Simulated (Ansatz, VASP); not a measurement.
Two plane-wave programs on Cu

```
Cu
1.0
     0.00000    1.80750    1.84365
     1.80750    0.00000    1.84365
     1.80750    1.80750    0.00000
Cu
1
Direct
  0.00000 0.00000 0.00000
```

Alike in both runs: functional PBE; k mesh 10 × 10 × 10; occupations fermi-dirac, width 0.05 eV; no spin polarisation.

|  | VASP | Ansatz |
| --- | --- | --- |
| version | VASP 6.6.1 | Ansatz 0.2.0 |
| potentials or method | VASP PAW PBE potentials, release 64 (Cu) | Ansatz PAW |
| plane-wave cutoff (eV) | 600 | 420 |
| valence electrons in the cell | 11 | 19 |
| task | single point | band structure |

Ansatz gave:

| Property | Result |
| --- | --- |
| gap on the k mesh at the Fermi level (eV) | none |
| pressure (GPa) | -0.9 |
| traceless stress, the component that is largest in VASP (GPa) | -0.81 |

Q: Which values does VASP return?

A: gap on the k mesh at the Fermi level (eV): none; pressure (GPa): -0.3; traceless stress, the component that is largest in VASP (GPa): -0.83.

A gap of «none» marks a metal or a gap that the smearing closes. VASP's potentials hold 11 valence electrons a cell and Ansatz's 19, so a difference there can come from the potentials and not from the codes.
